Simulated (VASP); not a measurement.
A run of VASP 6.6.1 is set up as follows.

INCAR

```
SYSTEM = BN
PREC = Accurate
ENCUT = 520
EDIFF = 1E-7
ISMEAR = -1
SIGMA = 0.05
LREAL = .False.
LASPH = .True.
NELM = 60
ALGO = Normal
ISIF = 2
LWAVE = .False.
LCHARG = .True.
GGA = PE
LELF = .True.
LVHAR = .True.
NBANDS = 11
```

File KPOINTS:

```
regular mesh
0
Gamma
  13 13 13
  0 0 0
```

The input POSCAR:

```
BN
1.0
    0.0000000000      3.5638688387      2.2085744028
    1.2761801381      0.0000000000      2.2085744028
    1.2761801381      3.5638688387      0.0000000000
N B
1 1
Direct
    0.6666513400      0.6666513400      0.3333486600
    0.0000486500      0.0000486500      0.9999513500
```

Potentials or basis: VASP PAW PBE potentials, release 64 (N, B).

Command:

```console
$ cat potpaw_PBE.64/N/POTCAR potpaw_PBE.64/B/POTCAR > POTCAR
$ mpirun -np 1 vasp_std > vasp.out
```

Task: Estimate the largest force.

Result: 0.007 eV/Å.

Task: Estimate the band gap on the k mesh.

Result: 3.85 eV, indirect (least direct gap 4.51 eV).

Forces in eV/Å, atoms in the order of the input:
```
N    0.000  0.000 -0.007
B    0.000  0.000  0.007
```

 A k mesh can miss the band edges.
